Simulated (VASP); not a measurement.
Crystal: KBr.

```
K Br
1.0
     4.04350    0.00000    0.00000
     0.00000    4.04350    0.00000
     0.00000    0.00000    4.04350
K Br
1 1
Cartesian
  0.0000 0.0000 0.0000
  2.0217 2.0217 2.0217
```

| Property | Result |
| --- | --- |
| Program | VASP 6.6.1 |
| Task | relaxation of cell and atoms |
| Functional | LDA |
| Potentials or basis | VASP PAW LDA potentials, release 64 (K_sv, Br) |
| Cutoff | 600 eV |
| k mesh | 6 × 6 × 6 |
| Occupations | fermi-dirac, width 0.02 eV |
| Spin | no spin polarisation |

At the start: pressure -2.6 GPa; volume 33.06 Å³/atom.

Q: Where does the relaxation end?

A: Over 18 steps the energy falls by 46.2 meV/atom and the volume is 28.20 Å³/atom (-14.7 %); space group Pm-3m (No. 221, to 0.05 Å).

The path:
```
step  energy change (eV)  largest force (eV/Å)  pressure (GPa)  volume (Å³)
   1              0.0000                0.0000           -2.60        66.11
   2             -0.0668                0.0000           -1.60        61.12
   3             -0.0920                0.0000           -0.25        56.97
   4             -0.0925                0.0000            0.03        56.29
   5             -0.0925                0.0000           -0.04        56.48
   6             -0.0925                0.0000           -0.05        56.48
   7             -0.0925                0.0000           -0.04        56.47
   8             -0.0925                0.0000           -0.04        56.47
   9             -0.0925                0.0000           -0.04        56.47
  10             -0.0925                0.0000           -0.04        56.47
  11             -0.0925                0.0000           -0.04        56.47
  12             -0.0925                0.0000           -0.04        56.47
  13             -0.0925                0.0000           -0.05        56.47
  14             -0.0925                0.0000           -0.04        56.47
  15             -0.0925                0.0000           -0.04        56.47
  16             -0.0925                0.0000           -0.04        56.46
  17             -0.0925                0.0000           -0.04        56.44
  18             -0.0925                0.0000           -0.01        56.41
```

Final structure:
```cif
data_structure
_symmetry_space_group_name_H-M 'P 1'
_symmetry_Int_Tables_number 1
_cell_length_a 3.8351
_cell_length_b 3.8351
_cell_length_c 3.8351
_cell_angle_alpha 90.000
_cell_angle_beta 90.000
_cell_angle_gamma 90.000
_cell_volume 56.41
loop_
_atom_site_label
_atom_site_type_symbol
_atom_site_fract_x
_atom_site_fract_y
_atom_site_fract_z
_atom_site_occupancy
K1 K 0.00000 0.00000 0.00000 1
Br1 Br 0.50000 0.50000 0.50000 1
```
